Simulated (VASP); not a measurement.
Write the native input for VASP 6.6.1 that does the following.

- Task: relaxation of cell and atoms
- Functional: PBE
- Potentials or basis: VASP PAW PBE potentials, release 64 (Rb_sv, Si)
- Cutoff: 600 eV
- k mesh: 4 × 4 × 4
- Occupations: gaussian, width 0.1 eV
- Spin: no spin polarisation
- Dipole correction: no
- Further INCAR settings: ALGO = Normal; EDIFF = 1e-07; IBRION = 2; EDIFFG = -0.04; NSW = 90; ISIF = 3

The structure of RbSi6 lies in POSCAR:

```
RbSi6
1.0
   -3.1395541100      3.1395541100      3.1395541100
    3.1395541100     -3.1395541100      3.1395541100
    3.1395541100      3.1395541100     -3.1395541100
Rb Si
1 6
Direct
    0.0000000000      0.0000000000      0.0000000000
    0.7500000000      0.2500000000      0.5000000000
    0.2500000000      0.7500000000      0.5000000000
    0.5000000000      0.2500000000      0.7500000000
    0.7500000000      0.5000000000      0.2500000000
    0.5000000000      0.7500000000      0.2500000000
    0.2500000000      0.5000000000      0.7500000000
```

The input as run:

INCAR

```
PREC = Accurate
ENCUT = 600
EDIFF = 1E-7
ISMEAR = 0
SIGMA = 0.1
LREAL = False
LASPH = True
NELM = 80
ALGO = Normal
ISIF = 3
LWAVE = False
LCHARG = False
GGA = PE
IBRION = 2
NSW = 90
EDIFFG = -0.04
```

KPOINTS

```
regular mesh
0
Gamma
  4 4 4
```

Potentials or basis: VASP PAW PBE potentials, release 64 (Rb_sv, Si).

Run with:

```console
$ cat potpaw_PBE.64/Rb_sv/POTCAR potpaw_PBE.64/Si/POTCAR > POTCAR
$ mpirun -np 1 vasp_std > vasp.out
```

It gave:

- Relaxed volume: 22.48 Å³/atom
- Relaxed cell: a = 5.891 Å, b = 5.891 Å, c = 5.891 Å, α = 109.47°, β = 109.47°, γ = 109.47°
- Space group after relaxing (to 0.05 Å): Im-3m (No. 229)
- Energy gained by relaxing: 321.3 meV/atom
- Ionic steps: 3
- Pressure after relaxing: 0.0 GPa

Caveat: the volume moved by over 15 % at a fixed basis, so the end points are rough.

Run time: 81 s on 1 thread of AMD EPYC 9R45 96-Core Processor (Zen 5), on a shared host, peak memory 0.3 GiB.
